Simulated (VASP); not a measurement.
A run of VASP 6.6.1 is set up as follows.

Contents of INCAR:

```
SYSTEM = TlBr
ALGO = Normal
EDIFF = 1E-8
ENCUT = 400
GGA_COMPAT = .False.
ISIF = 2
ISMEAR = -1
LASPH = .True.
LCHARG = .False.
LEFG = .True.
LREAL = .False.
LWAVE = .False.
NBANDS = 17
NELM = 120
PREC = Accurate
SIGMA = 0.03
```

The input KPOINTS:

```
k-points
0
Gamma
  8 8 8
  0 0 0
```

Contents of POSCAR:

```
TlBr
1.0
    3.9700000000      0.0000000000      0.0000000000
    0.0000000000      3.9700000000      0.0000000000
    0.0000000000      0.0000000000      3.9700000000
Tl Br
1 1
Direct
    0.0000000000      0.0000000000      0.0000000000
    0.5000000000      0.5000000000      0.5000000000
```

Potentials or basis: VASP PAW LDA potentials, release 64 (Tl_d, Br).

Run with:

```bash
$ cat potpaw_LDA.64/Tl_d/POTCAR potpaw_LDA.64/Br/POTCAR > POTCAR
$ mpirun -np 1 vasp_std > vasp.out
```

Problem. Predict the band gap on the k mesh.

Solution. 1.63 eV, direct.

Problem. Predict the pressure.

Solution. -2.6 GPa.

Caveat: without QUAD_EFG the Cq values of the log hold for a quadrupole moment of 1 mb, not for the nuclei; spin-orbit coupling is left out, which moves the levels of the heavy elements. A hybrid or GW would open this gap; LDA tends to underestimate it.
